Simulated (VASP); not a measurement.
# V (Im-3m) in VASP: notebook

The runs below take V through single point, relaxation of cell and atoms, with PBEsol.

Program: VASP 6.6.1. These are calculated values, not measurements. Logs are shortened: lines on timing, memory, paths and dates and some standing lists are left out, and cuts for length are marked.

### Step 1. The cell of the first run

It takes space group Im-3m (No. 229, cubic). The conventional cell has a = 2.959 Å, b = 2.959 Å, c = 2.959 Å, α = 90.00°, β = 90.00°, γ = 90.00°. V (site symmetry m-3m) has 14 V at 2.56 to 2.96 Å within 3.4 Å.

### Step 2. Single point, PBEsol

Contents of INCAR:

```
PREC = Accurate ; ENCUT = 520
EDIFF = 1E-6 ; ISMEAR = 0
SIGMA = 0.1 ; LREAL = F
LASPH = T ; NELM = 80
ALGO = Normal ; ISIF = 2
LWAVE = F ; LCHARG = F
GGA = PS ; NBANDS = 12
```

Contents of KPOINTS:

```
Automatic mesh
0
Gamma
  20 20 20
```

Contents of POSCAR:

```
V
1.0
   -1.4794272189      1.4794272189      1.4794272189
    1.4794272189     -1.4794272189      1.4794272189
    1.4794272189      1.4794272189     -1.4794272189
V
1
Direct
    0.0000000000      0.0000000000      0.0000000000
```

Potentials or basis: VASP PAW PBE potentials, release 64 (V_sv).

The run is started by

```
> cat potpaw_PBE.64/V_sv/POTCAR > POTCAR
> mpirun -np 1 vasp_std > vasp.out
```

OUTCAR:

```text
PREC = Accurate
   ENCUT = 520
   EDIFF = 1E-6
   ISMEAR = 0
   LREAL = F
   LASPH = T
   NELM = 80
   ISIF = 2
   GGA = PS

 ion  position               nearest neighbor table
   1  0.000  0.000  0.000-

  LATTYP: Found a body centered cubic cell.
 ALAT       =     2.9588544378

  Lattice vectors:

 A1 = (  -1.4794272189,   1.4794272189,   1.4794272189)
 A2 = (   1.4794272189,  -1.4794272189,   1.4794272189)
 A3 = (   1.4794272189,   1.4794272189,  -1.4794272189)

Analysis of symmetry for initial positions (statically):
=====================================================================
 Subroutine PRICEL returns:
 Original cell was already a primitive cell.

 Routine SETGRP: Setting up the symmetry group for a
 body centered cubic supercell.

 Subroutine GETGRP returns: Found 48 space group operations
 (whereof 48 operations were pure point group operations)
 out of a pool of 48 trial point group operations.

The static configuration has the point symmetry O_h .

Analysis of symmetry for dynamics (positions and initial velocities):
=====================================================================
 Subroutine PRICEL returns:
 Original cell was already a primitive cell.

 Routine SETGRP: Setting up the symmetry group for a
 body centered cubic supercell.

 Subroutine GETGRP returns: Found 48 space group operations
 (whereof 48 operations were pure point group operations)
 out of a pool of 48 trial point group operations.

The dynamic configuration has the point symmetry O_h .

 Subroutine INISYM returns: Found 48 space group operations
 (whereof 48 operations are pure point group operations),
 and found     1 'primitive' translations

----------------------------------------------------------------------------------------

                                     Primitive cell

  volume of cell :      12.9521

  direct lattice vectors                    reciprocal lattice vectors
    -1.479427219  1.479427219  1.479427219     0.000000000  0.337968637  0.337968637
     1.479427219 -1.479427219  1.479427219     0.337968637  0.000000000  0.337968637
     1.479427219  1.479427219 -1.479427219     0.337968637  0.337968637  0.000000000

  length of vectors
     2.562443109  2.562443109  2.562443109     0.477959829  0.477959829  0.477959829

  position of ions in fractional coordinates (direct lattice)
     0.000000000  0.000000000  0.000000000

  ion indices of the primitive-cell ions
   primitive index   ion index
                 1           1

----------------------------------------------------------------------------------------

 KPOINTS: Automatic mesh

Automatic generation of k-mesh.
 Grid dimensions read from file:
 generate k-points for:   20   20   20

 Generating k-lattice:

  Cartesian coordinates                     Fractional coordinates (reciprocal lattice)
     0.000000000  0.016898432  0.016898432     0.050000000  0.000000000  0.000000000
     0.016898432  0.000000000  0.016898432     0.000000000  0.050000000  0.000000000
     0.016898432  0.016898432  0.000000000     0.000000000  0.000000000  0.050000000

  Length of vectors
     0.023897991  0.023897991  0.023897991

  Shift w.r.t. Gamma in fractional coordinates (k-lattice)
     0.000000000  0.000000000  0.000000000

 Subroutine IBZKPT returns following result:
 ===========================================

 Found    256 irreducible k-points:

 Following reciprocal coordinates:
            Coordinates               Weight
  0.000000  0.000000  0.000000      1.000000
  0.050000  0.000000  0.000000     12.000000
  0.100000  0.000000  0.000000     12.000000
  0.150000  0.000000  0.000000     12.000000
  0.200000  0.000000  0.000000     12.000000
  0.250000  0.000000  0.000000     12.000000
[... 16 lines left out ...]
  0.200000  0.100000 -0.000000     48.000000
  0.250000  0.100000 -0.000000     48.000000
 [... further k-points ...]
   k-points           NKPTS =    256   k-points in BZ     NKDIM =    256   number of bands    NBANDS=     12
   number of dos      NEDOS =    301   number of ions     NIONS =      1
   total plane-waves  NPLWV =   8000
   dimension x,y,z NGX =    20 NGY =   20 NGZ =   20
   dimension x,y,z NGXF=    40 NGYF=   40 NGZF=   40
   ions per type =               1
   NGX,Y,Z   is equivalent  to a cutoff of  12.98, 12.98, 12.98 a.u.
   NGXF,Y,Z  is equivalent  to a cutoff of  25.95, 25.95, 25.95 a.u.
 SYSTEM =  unknown system
   PREC   = accura    normal or accurate (medium, high low for compatibility)
   ISTART =      0    job   : 0-new  1-cont  2-samecut
   ICHARG =      2    charge: 1-file 2-atom 10-const
   ISPIN  =      1    spin polarized calculation?
   LNONCOLLINEAR =      F non collinear calculations
   LSORBIT =      F    spin-orbit coupling
   LASPH  =      T    aspherical Exc in radial PAW
   ENCUT  =  520.0 eV  38.22 Ry    6.18 a.u.   4.76  4.76  4.76*2*pi/ulx,y,z
   NELM   =     80;   NELMIN=  2; NELMDL= -5     # of ELM steps
   EDIFF  = 0.1E-05   stopping-criterion for ELM
   LREAL  =      F    real-space projection
   EDIFFG = 0.1E-04   stopping-criterion for IOM
   NSW    =      0    number of steps for IOM
   IBRION =     -1    ionic relax: 0-MD 1-quasi-New 2-CG
   NFREE  =      0    steps in history (QN), initial steepest desc. (CG)
   ISIF   =      2    stress and relaxation
   ISYM   =      2    0-nonsym 1-usesym 2-fastsym
   POTIM  = 0.5000    time-step for ionic-motion
   TEBEG  =    0.0;   TEEND  =   0.0 temperature during run
   PSTRESS=    0.0 pullay stress
   NELECT =      13.0000    total number of electrons
   NUPDOWN=      -1.0000    fix difference up-down
   EMIN   =  10.00;   EMAX   =-10.00  energy-range for DOS
   EFERMI =   0.00;   METHOD = LEGACY
   ISMEAR =     0;   SIGMA  =   0.10  broadening in eV -4-tet -1-fermi 0-gaus
   EFERMI_NEDOS =   21; number of points for ismear=-14 and -15
   IALGO  =     38    algorithm
   IMIX   =      4    mixing-type and parameters
     AMIX     =   0.40;   BMIX     =  1.00
     AMIX_MAG =   1.60;   BMIX_MAG =  1.00
  volume/ion in A,a.u.               =      12.95        87.41
  Fermi-wavevector in a.u.,A,eV,Ry     =   1.639113  3.097475 36.554676  2.686693
  Thomas-Fermi vector in A             =   2.729973
   LORBIT       =      0    0 simple, 1 ext, 2 COOP (PROOUT), +10 PAW based schemes
   GGA     = PS    functional components
   LHFCALC =     F    Hartree Fock is set to
   AEXX    =    0.0000 exact exchange contribution
   IVDW    =     0    specifies the selected vdW correction
   LEPSILON=     F    determine dielectric tensor
   LRPA    =     F    only Hartree local field effects (RPA)
 non-spin polarized calculation
 Gauss-broadening in eV      SIGMA  =   0.10
  energy-cutoff  :      520.00
  volume of cell :       12.95
 maximum number of plane-waves:       370
   NGX =  9   NGY =  9   NGZ =  9

 number of electron      13.0000002 magnetization

 Free energy of the ion-electron system (eV)
  ---------------------------------------------------
  ext. energy  EPLUGINS =         0.00000000
  ---------------------------------------------------
  free energy    TOTEN  =        -9.63914641 eV

  energy without entropy =       -9.63071444  energy(sigma->0) =       -9.63493043

 E-fermi :  10.0511     XC(G=0): -13.2752

 val. band max:       10.0486147787   @ k =   0.3000   0.0000   0.0000
 cond. band min:      10.0628332858   @ k =  -0.3500   0.4500   0.1500
 fundamental gap:      0.0142185071
 Fermi energy:        10.0510749913

 k-point     1 :       0.0000    0.0000    0.0000
  band No.  band energies     occupation
      1     -53.3784      2.00000
      2     -26.7109      2.00000
      3     -26.7109      2.00000
      4     -26.7109      2.00000
      5       3.3765      2.00000
      6      10.4734      0.00000
      7      10.4734      0.00000
      8      10.4734      0.00000
      9      12.5792      0.00000
     10      12.5792      0.00000
     11      30.8503      0.00000
     12      30.8503      0.00000

 k-point     2 :       0.0500    0.0000    0.0000
  band No.  band energies     occupation
      1     -53.3727      2.00000
      2     -26.7373      2.00000
      3     -26.7188      2.00000
      4     -26.7110      2.00000
      5       3.4820      2.00000
      6      10.4271      0.00000
      7      10.4642      0.00000
      8      10.5499      0.00000
      9      12.5244      0.00000
     10      12.5821      0.00000
     11      30.6919      0.00000
     12      30.8451      0.00000

 k-point     3 :       0.1000    0.0000    0.0000
  band No.  band energies     occupation
      1     -53.3563      2.00000
      2     -26.8138      2.00000
      3     -26.7420      2.00000
      4     -26.7117      2.00000
      5       3.7907      2.00000
      6      10.2952      0.00056
      7      10.4243      0.00000
      8      10.7756      0.00000
      9      12.3910      0.00000
     10      12.5920      0.00000
     11      30.2019      0.00000
     12      30.7613      0.00000
[... 286 lines left out ...]
 k-point    23 :       0.2000    0.1000   -0.0000
  band No.  band energies     occupation
      1     -53.2506      2.00000
      2     -27.2678      2.00000
      3     -26.8761      2.00000
      4     -26.7480      2.00000
      5       5.8355      2.00000
      6       9.5874      2.00000
      7       9.7972      1.99967
      8      12.0821      0.00000
      9      12.5066      0.00000
     10      12.8436      0.00000
     11      26.7456      0.00000
     12      28.3478      0.00000

 k-point    24 :       0.2500    0.1000   -0.0000
  band No.  band energies     occupation
      1     -53.2159      2.00000
      2     -27.4062      2.00000
      3     -26.9329      2.00000
      4     -26.7510      2.00000
      5       6.4387      2.00000
      6       9.3474      2.00000
      7       9.7687      1.99993
      8      12.1878      0.00000
      9      12.8914      0.00000
     10      13.1879      0.00000
     11      25.1782      0.00000
     12      27.5639      0.00000

 [... further k-points ...]

------------------------ aborting loop because EDIFF is reached ----------------------------------------

  FORCE on cell =-STRESS in cart. coord.  units (eV):
  Direction    XX          YY          ZZ          XY          YZ          ZX
  --------------------------------------------------------------------------------------
  -------------------------------------------------------------------------------------
  Total        0.0163026      0.0163026      0.0163026      0.0000000      0.0000000      0.0000000
  in kB        2.0166348      2.0166348      2.0166348      0.0000000      0.0000000      0.0000000
  external PRESSURE =       2.0166348 kB  Pullay stress =       0.0000000 kB

 VOLUME and BASIS-vectors are now :
 -----------------------------------------------------------------------------
  energy-cutoff  :      520.00
  volume of cell :       12.95
      direct lattice vectors                 reciprocal lattice vectors
    -1.479427219  1.479427219  1.479427219     0.000000000  0.337968637  0.337968637
     1.479427219 -1.479427219  1.479427219     0.337968637  0.000000000  0.337968637
     1.479427219  1.479427219 -1.479427219     0.337968637  0.337968637  0.000000000

 POSITION                                       TOTAL-FORCE (eV/Angst)
 -----------------------------------------------------------------------------------
      0.00000      0.00000      0.00000         0.000000     -0.000000     -0.000000
 -----------------------------------------------------------------------------------
    total drift:                                0.000000     -0.000000      0.000000

  FREE ENERGIE OF THE ION-ELECTRON SYSTEM (eV)
  ---------------------------------------------------
  free  energy   TOTEN  =        -9.6391464125 eV

  energy  without entropy=       -9.6307144443  energy(sigma->0) =       -9.63493043
```

Wall time 12 s (1 thread of Intel Xeon 6975P-C (Granite Rapids), shared host); peak memory 0.15 GiB.

What came out:

- Free energy: -9.6391 eV
- Pressure: 0.2 GPa
- Band gap on the k mesh: zero (an odd number of electrons rules out a gap without spin polarisation)

Caveat: the PAW data sets were made with another functional, which shifts forces and pressure a little.

### Step 3. Relaxation of cell and atoms, PBEsol

This run uses another cell than the first one, of 13.05 Å³/atom.

Contents of INCAR:

```
SYSTEM = V
PREC = Accurate ; ENCUT = 600
EDIFF = 1E-7 ; ISMEAR = 0
SIGMA = 0.1 ; LREAL = .FALSE.
LASPH = .TRUE. ; NELM = 60
ALGO = Normal ; ISIF = 3
LWAVE = .FALSE. ; LCHARG = .FALSE.
GGA = PS ; IBRION = 2
NSW = 100 ; EDIFFG = -0.005
```

Contents of KPOINTS:

```
Automatic mesh
0
G
  20 20 20
  0 0 0
```

Contents of POSCAR:

```
V
1.0
   -1.4829726138      1.4829726138      1.4829726138
    1.4829726138     -1.4829726138      1.4829726138
    1.4829726138      1.4829726138     -1.4829726138
V
1
Direct
    0.0000000000      0.0000000000      0.0000000000
```

Potentials or basis: VASP PAW PBE potentials, release 64 (V_sv).

The run is started by

```
> cat potpaw_PBE.64/V_sv/POTCAR > POTCAR
> mpirun -np 1 vasp_std > vasp.out
```

It took 24 s on 1 thread of Intel Xeon 6975P-C (Granite Rapids), shared host; peak memory 0.18 GiB.

It converged, with:

```
Free energy                           : -9.6392 eV
Relaxed volume                        : 12.96 Å³/atom
Relaxed cell                          : a = 2.563 Å, b = 2.563 Å, c = 2.563 Å, α = 109.47°, β = 109.47°, γ = 109.47°
Space group after relaxing (to 0.1 Å) : Im-3m (No. 229)
Energy gained by relaxing             : 0.3 meV/atom
Ionic steps                           : 3
Pressure after relaxing               : 0.0 GPa
Band gap on the k mesh                : zero (an odd number of electrons rules out a gap without spin polarisation)
```

Step by step:
```
step  energy change (eV)  largest force (eV/Å)  pressure (GPa)  volume (Å³)
   1              0.0000                0.0000           -1.23        13.05
   2              0.0002                0.0000            1.63        12.86
   3             -0.0003                0.0000            0.00        12.96
```

Final structure:
```yaml
crystal:
  lattice:
    - [-1.47983, 1.47983, 1.47983]
    - [1.47983, -1.47983, 1.47983]
    - [1.47983, 1.47983, -1.47983]
  atoms:
    - { symbol: V, position: [0.00000, 0.00000, 0.00000] }
```

Levels at points of the mesh, in eV from the Fermi level:
| k point | band 5 | band 6 | band 7 | band 8 | band 9 | band 10 |
| --- | --- | --- | --- | --- | --- | --- |
| (0.00, 0.00, 0.00) | -6.67 | 0.42 | 0.42 | 0.42 | 2.53 | 2.53 |
| (0.50, 0.00, 0.00) | -3.31 | -1.21 | 1.79 | 2.54 | 2.91 | 4.35 |
| (0.50, 0.50, 0.50) | -3.18 | -3.18 | 3.94 | 3.94 | 3.94 | 10.55 |

Caveat: the PAW data sets were made with another functional, which shifts forces and pressure a little.

### Step 4. Single point, PBEsol

This run uses another cell than the first one, of 10.79 Å³/atom.

Contents of INCAR:

```
PREC     = Accurate       # precision mode
ENCUT    = 520            # plane-wave cutoff, eV
EDIFF    = 1E-6           # SCF threshold, eV
ISMEAR   = 0              # smearing method
SIGMA    = 0.1            # smearing width, eV
LREAL    = False          # projectors in reciprocal space
LASPH    = True           # aspherical terms in the spheres
NELM     = 80             # most SCF steps
ALGO     = Fast           # electronic algorithm
ISIF     = 2              # what is computed and relaxed
LWAVE    = False          # write WAVECAR
LCHARG   = False          # write CHGCAR
GGA      = PS             # functional
NBANDS   = 12             # bands
```

Contents of KPOINTS:

```
Automatic mesh
0
Gamma
  20 20 20
```

Contents of POSCAR:

```
V
1.0
   -1.3920674151      1.3920674151      1.3920674151
    1.3920674151     -1.3920674151      1.3920674151
    1.3920674151      1.3920674151     -1.3920674151
V
1
Direct
    0.0000000000      0.0000000000      0.0000000000
```

The run is started by

```
> cat potpaw_PBE.64/V_sv/POTCAR > POTCAR
> mpirun -np 1 vasp_std > vasp.out
```

It took 36 s on 1 thread of Intel Xeon 8259CL, shared host; peak memory 0.15 GiB.

The run converged. Its results:

* Free energy: -9.3390 eV
* Pressure: 50.7 GPa
* Band gap on the k mesh: zero (an odd number of electrons rules out a gap without spin polarisation)

Levels at points of the mesh, in eV from the Fermi level:
| k point | band 4 | band 5 | band 6 | band 7 | band 8 | band 9 |
| --- | --- | --- | --- | --- | --- | --- |
| (0.00, 0.00, 0.00) | -36.21 | -6.96 | 0.39 | 0.39 | 0.39 | 3.03 |
| (0.50, 0.00, 0.00) | -36.23 | -4.07 | -1.70 | 2.68 | 3.12 | 3.58 |
| (0.50, 0.50, 0.50) | -37.39 | -4.24 | -4.24 | 4.90 | 4.90 | 4.90 |

Caveat: the cell stands under pressure; the PAW data sets were made with another functional, which shifts forces and pressure a little.

(Continued in part 2 of 2.)
